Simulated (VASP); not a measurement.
## NaF (Villiaumite): single point with PBEsol

The system is NaF (Villiaumite).

```
Na F
1.0
     0.00000    2.32000    2.32000
     2.32000    0.00000    2.32000
     2.32000    2.32000    0.00000
Na F
1 1
Direct
  0.97000 0.97000 0.03000
  0.53000 0.53000 0.47000
```

This cell differs from its parent crystal: shortest bond scaled by 0.88.

```
Program                : VASP 6.6.1
Task                   : single point
Functional             : PBEsol
Potentials or basis    : VASP PAW PBE potentials, release 64 (Na_pv, F)
Cutoff                 : 520 eV
k mesh                 : 9 × 9 × 9
Occupations            : fermi-dirac, width 0.03 eV
Spin                   : no spin polarisation
Dipole correction      : no
Further INCAR settings : ALGO = Normal; EDIFF = 1e-07; NBANDS = 14
```

```yaml
Pressure: 2.3 GPa
Largest_force: 0.951 eV/Å
Band_gap_on_the_k_mesh: 6.14 eV, direct
```

Forces in eV/Å, atoms in the order of the input:
```
Na   0.000  0.000  0.951
F    0.000  0.000 -0.951
```

Stress tensor (GPa, compression positive):
```
-0.89  0.00  0.00
 0.00 -0.89  0.00
 0.00  0.00  8.70
```

Levels at points of the mesh, in eV from the valence-band top:
| k point | band 3 | band 4 | band 5 | band 6 | band 7 | band 8 | band 9 | band 10 | band 11 | band 12 |
| --- | --- | --- | --- | --- | --- | --- | --- | --- | --- | --- |
| (0.00, 0.00, 0.00) | -18.70 | -18.53 | -0.01 | -0.01 | 0.00 | 6.14 | 18.93 | 19.05 | 19.05 | 21.42 |

Run time: 8.9 s on 1 thread of Intel(R) Xeon(R) Platinum 8488C (Sapphire Rapids), with other jobs on the host, peak memory 0.14 GiB.

Caveat: the cell differs from its parent crystal (shortest bond scaled by 0.88); the PAW data sets were made with another functional, which shifts forces and pressure a little. A k mesh can miss the band edges.
